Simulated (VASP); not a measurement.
A run of VASP 6.6.1 is set up as follows.

Contents of INCAR:

```
ALGO     = Normal         # electronic algorithm
EDIFF    = 1E-7           # SCF threshold, eV
ENCUT    = 520            # plane-wave cutoff, eV
GGA      = PE             # functional
ISIF     = 2              # what is computed and relaxed
ISMEAR   = -1             # smearing method
LASPH    = T              # aspherical terms in the spheres
LCHARG   = T              # write CHGCAR
LELF     = T              # ELF
LREAL    = F              # projectors in reciprocal space
LVHAR    = T            
LWAVE    = F              # write WAVECAR
NBANDS   = 19             # bands
NELM     = 100            # most SCF steps
PREC     = Accurate       # precision mode
SIGMA    = 0.05           # smearing width, eV
```

File KPOINTS:

```
k-points
0
Gamma
  13 13 6
```

POSCAR

```
Zn
1.0
    2.5900760000      0.0000000000      0.0000000000
   -1.2950380000      2.2430720000      0.0000000000
    0.0000000000      0.0000000000      4.9150760000
Zn
2
Direct
    0.3333330000      0.6666670000      0.2500000000
    0.6666670000      0.3333330000      0.7500000000
```

Potentials or basis: VASP PAW PBE potentials, release 64 (Zn).

Launch:

```console
$ cat potpaw_PBE.64/Zn/POTCAR > POTCAR
$ mpirun -np 1 vasp_std > vasp.out
```

(1) Estimate the pressure.

(2) Estimate the band gap on the k mesh.

Results:

(1) 6.1 GPa.

(2) zero (band 12 reaches 4.76 eV, above the bottom of band 13 at 0.33 eV).
